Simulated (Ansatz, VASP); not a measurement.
One calculation of Au, two programs

Contents of INCAR:

```
SYSTEM = Au
  PREC = Accurate
  ENCUT = 600
  EDIFF = 1E-6
  ISMEAR = -1
  SIGMA = 0.15
  LREAL = .False.
  LASPH = .True.
  NELM = 80
  ALGO = Fast
  ISIF = 3
  LWAVE = .False.
  LCHARG = .False.
  GGA = CA
  IBRION = 2
  NSW = 80
  EDIFFG = -0.001
```

The input KPOINTS:

```
regular mesh
0
Gamma
  18 18 10
  0 0 0
```

Contents of POSCAR:

```
Au
1.0
    1.4016993561     -2.4901224488      0.0000000000
    1.4016993561      2.4901224488      0.0000000000
    0.0000000000      0.0000000000      4.7524434438
Au
2
Direct
    0.6633014585      0.3366985415      0.2500000000
    0.3366985415      0.6633014585      0.7500000000
```

Input for Ansatz:

```yaml
crystal:
  lattice:
    - [1.4016993561, -2.4901224488, 0.0]
    - [1.4016993561, 2.4901224488, 0.0]
    - [0.0, 0.0, 4.7524434438]
  atoms:
    - { symbol: Au, position: [0.6633014585, 0.3366985415, 0.25] }
    - { symbol: Au, position: [0.3366985415, 0.6633014585, 0.75] }
basis:
  ecutwfc: 420
kpoints:
  mp_grid: { grid: [18, 18, 10] }
hamiltonian:
  xc: lda
scf:
  occupations: { method: fermi_dirac, width: 0.15 }
output:
  forces: true
  stress: true
  eigenvalues: true
relax:
  adjacent_minimum: "off"
  f_tol: 0.001
  max_steps: 60
  cell: { stress_tol: 0.01 }
```

Alike in both runs: task relaxation of cell and atoms; functional LDA; k mesh 18 × 18 × 10; occupations fermi-dirac, width 0.15 eV; no spin polarisation.

|  | VASP | Ansatz |
| --- | --- | --- |
| version | VASP 6.6.1 | Ansatz 0.2.0 |
| potentials or method | VASP PAW LDA potentials, release 64 (Au), cutoff 600 eV | scalar-relativistic, plane waves, PAW |
| valence electrons in the cell | 22 | 38 |

Ansatz gave:

| Item | Value |
| --- | --- |
| gap on the k mesh at the Fermi level, each at its own relaxed structure (eV) | none |
| relaxed volume (Å³/atom) | 16.60 |
| relaxed cell length with the largest relative difference (Å) | 2.837 |

**Question.** Estimate VASP's values.

**Answer.** gap on the k mesh at the Fermi level, each at its own relaxed structure (eV): none; relaxed volume (Å³/atom): 16.65; relaxed cell length with the largest relative difference (Å): 2.842.

LDA's correlation is that of Perdew and Zunger in VASP and of Perdew and Wang (1992) in Ansatz. A gap of «none» marks a metal or a gap that the smearing closes. VASP's potentials hold 22 valence electrons a cell and Ansatz's 38, so a difference there can come from the potentials and not from the codes.

Neither program's run includes spin-orbit coupling.
